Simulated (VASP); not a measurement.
A run of VASP 6.6.1:

File INCAR:

```
SYSTEM = Ta2W3
ALGO = Fast
EDIFF = 1E-6
ENCUT = 520
GGA = PE
ISIF = 2
ISMEAR = 0
LASPH = .TRUE.
LCHARG = .TRUE.
LELF = .TRUE.
LREAL = .FALSE.
LVHAR = .TRUE.
LWAVE = .FALSE.
NBANDS = 40
NELM = 80
PREC = Accurate
SIGMA = 0.1
```

KPOINTS

```
k-points
0
G
  3 3 3
  0 0 0
```

POSCAR

```
Ta2W3
1.0
    3.1642973600      1.8269079400      4.1521034600
   -3.1642973600      1.8269079400      4.1521034600
    0.0000000000     -3.6538158700      4.1521034600
Ta W
2 3
Direct
    0.0000000000      0.0000000000      0.0000000000
    0.5000000000      0.5000000000      0.5000000000
    0.5000000000      0.5000000000      0.0000000000
    0.0000000000      0.5000000000      0.5000000000
    0.5000000000      0.0000000000      0.5000000000
```

Potentials or basis: VASP PAW PBE potentials, release 64 (Ta_pv, W_sv).

Command:

```sh
$ cat potpaw_PBE.64/Ta_pv/POTCAR potpaw_PBE.64/W_sv/POTCAR > POTCAR
$ mpirun -np 1 vasp_std > vasp.out
```

Hardware: 1 thread of Intel Xeon 6975P-C, with other jobs on the host.

Q: Estimate the wall time of this run.

A: Wall time 67 s on 1 thread of Intel Xeon 6975P-C (shared host), peak memory 0.26 GiB. Counts: scf iterations 21, k points 6.
